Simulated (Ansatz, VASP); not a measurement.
## NbCd3: VASP beside Ansatz

File INCAR:

```
ALGO = Normal ; EDIFF = 1E-8
ENCUT = 520 ; ISIF = 2
ISMEAR = -1 ; LASPH = True
LCHARG = False ; LEFG = True
LREAL = False ; LWAVE = False
NBANDS = 32 ; NELM = 100
PREC = Accurate ; SIGMA = 0.08
```

Contents of KPOINTS:

```
k-points
0
Gamma
  9 9 9
```

Contents of POSCAR:

```
NbCd3
1.0
    4.2150000000      0.0210750000      0.0210750000
    0.0210750000      4.2150000000      0.0210750000
    0.0210750000      0.0210750000      4.2150000000
Nb Cd
1 3
Direct
    0.0000000000      0.0000000000      0.0000000000
    0.0000000000      0.5000000000      0.5000000000
    0.5000000000      0.0000000000      0.5000000000
    0.5000000000      0.5000000000      0.0000000000
```

Input for Ansatz:

```yaml
crystal:
  lattice:
    - [4.215, 0.021075, 0.021075]
    - [0.021075, 4.215, 0.021075]
    - [0.021075, 0.021075, 4.215]
  atoms:
    - { symbol: Nb, position: [0.0, 0.0, 0.0] }
    - { symbol: Cd, position: [0.0, 0.5, 0.5] }
    - { symbol: Cd, position: [0.5, 0.0, 0.5] }
    - { symbol: Cd, position: [0.5, 0.5, 0.0] }
kpoints:
  mp_grid: { grid: [9, 9, 9] }
scf:
  occupations: { method: fermi_dirac, width: 0.08 }
hamiltonian:
  xc: lda
  pseudopotentials: { kind: all_electron, datasets: crystal }
output:
  forces: true
  stress: true
  eigenvalues: true
  efg: { contact_densities: true }
```

Change from the starting cell: equal xy, yz and zx shear strains of +1 %, crystal datasets.

Alike in both runs: task electric field gradients; functional LDA; k mesh 9 × 9 × 9; occupations fermi-dirac, width 0.08 eV; no spin polarisation.

|  | VASP | Ansatz |
| --- | --- | --- |
| version | VASP 6.6.1 | Ansatz 0.2.0 |
| potentials or method | VASP PAW LDA potentials, release 64 (Nb_sv, Cd), cutoff 520 eV | all-electron PAW with datasets made for the crystal, scalar-relativistic |

VASP gave:

```
pressure (GPa)                                                : -1.6
traceless stress, the component that is largest in VASP (GPa) : -0.74
size of Vzz on the site where it differs most (V/Å²)          : 112.8
```

Q: Which values does Ansatz return?

A: Pressure (GPa): -2.5; traceless stress, the component that is largest in VASP (GPa): -0.73; size of Vzz on the site where it differs most (V/Å²): 117.2.

LDA's correlation is that of Perdew and Zunger in VASP and of Perdew and Wang (1992) in Ansatz. Ansatz ran all-electron here, and VASP with PAW potentials.
